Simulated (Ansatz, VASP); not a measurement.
**InSb: VASP beside Ansatz**

```
In Sb
1.0
     5.02956    0.00000    0.00000
    -2.51478    4.35573    0.00000
     0.00000    0.00000    6.20579
In Sb
2 2
Direct
  0.33333 0.66667 0.25000
  0.66667 0.33333 0.75000
  0.66667 0.33333 0.25000
  0.33333 0.66667 0.75000
```

Alike in both runs: task single point; functional PBE; k mesh 4 × 4 × 4; occupations fermi-dirac, width 0.02 eV; no spin polarisation.

|  | VASP | Ansatz |
| --- | --- | --- |
| version | VASP 6.6.1 | Ansatz 0.2.0 |
| potentials or method | VASP PAW PBE potentials, release 64 (In_d, Sb) | plane waves |
| plane-wave cutoff (eV) | 500 | 420 |
| valence electrons in the cell | 36 | 56 |

|  | VASP | Ansatz | Ansatz less VASP |
| --- | --- | --- | --- |
| pressure (GPa) | 1.2 | 1.3 | +0.01 |
| traceless stress, the component that is largest in VASP (GPa) | -1.24 | -1.24 | +0.002 |

VASP's potentials hold 36 valence electrons a cell and Ansatz's 56, so a difference there can come from the potentials and not from the codes.

The k mesh is coarse, so the values compare programs but aren't converged. Neither program's run includes spin-orbit coupling.
